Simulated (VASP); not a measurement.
A run of VASP 6.6.1 is set up as follows.

File INCAR:

```
SYSTEM = RbHg
PREC = Accurate ; ENCUT = 600
EDIFF = 1E-6 ; ISMEAR = 0
SIGMA = 0.1 ; LREAL = .False.
LASPH = .True. ; NELM = 60
ALGO = Normal ; ISIF = 3
LWAVE = .False. ; LCHARG = .False.
GGA = PE ; IBRION = 2
NSW = 90 ; EDIFFG = -0.04
```

KPOINTS

```
Automatic mesh
0
Gamma
  6 6 4
  0 0 0
```

POSCAR

```
RbHg
1.0
    3.4612332600      0.0000000000      0.0000000000
   -1.7306166300      2.9975159400      0.0000000000
    0.0000000000      0.0000000000      6.5081268500
Rb Hg
1 1
Direct
    0.0000000000      0.0000000000      0.5000000000
    0.0000000000      0.0000000000      0.0000000000
```

Potentials or basis: VASP PAW PBE potentials, release 64 (Rb_sv, Hg).

The run is started by

```sh
$ cat potpaw_PBE.64/Rb_sv/POTCAR potpaw_PBE.64/Hg/POTCAR > POTCAR
$ mpirun -np 1 vasp_std > vasp.out
```

Problem. Estimate the relaxed cell.

Solution. a = 4.546 Å, b = 4.546 Å, c = 7.609 Å, α = 90.00°, β = 90.00°, γ = 120.00°.

Problem. What does it give for the relaxed volume?

Solution. 68.09 Å³/atom.

Problem. What does it give for the space group after relaxing (to 0.05 Å)?

Solution. P6/mmm (No. 191).

Final structure:
```
Rb Hg
1.0
     4.54614    0.00000    0.00000
    -2.27307    3.93707    0.00000
     0.00000    0.00000    7.60867
Rb Hg
1 1
Direct
  0.00000 0.00000 0.50000
  0.00000 0.00000 0.00000
```

Caveat: the volume moved by over 15 % at a fixed basis, so the end points are rough.
